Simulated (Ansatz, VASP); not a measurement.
# InSb: VASP beside Ansatz

```
In Sb
1.0
    -2.85955    2.85955    1.48835
     2.85955   -2.85955    1.48835
     2.85955    2.85955   -1.48835
In Sb
1 1
Cartesian
  2.8596 0.0000 0.7442
  0.0000 0.0000 0.0000
```

Alike in both runs: task single point; functional PBE; k mesh 16 × 16 × 16; occupations gaussian, width 0.15 eV; no spin polarisation.

|  | VASP | Ansatz |
| --- | --- | --- |
| version | VASP 6.6.1 | Ansatz 0.2.0 |
| potentials or method | VASP PAW PBE potentials, release 64 (In_d, Sb), cutoff 520 eV | scalar-relativistic, plane waves, PAW |
| valence electrons in the cell | 18 | 28 |

VASP gave:

- gap on the k mesh at the Fermi level (eV): none
- pressure (GPa): 10.4
- traceless stress, the component that is largest in VASP (GPa): 3.14

Problem. Estimate Ansatz's values.

Solution. gap on the k mesh at the Fermi level (eV): none; pressure (GPa): 10.4; traceless stress, the component that is largest in VASP (GPa): 3.11.

A gap of «none» marks a metal or a gap that the smearing closes. VASP's potentials hold 18 valence electrons a cell and Ansatz's 28, so a difference there can come from the potentials and not from the codes.

Neither program's run includes spin-orbit coupling.
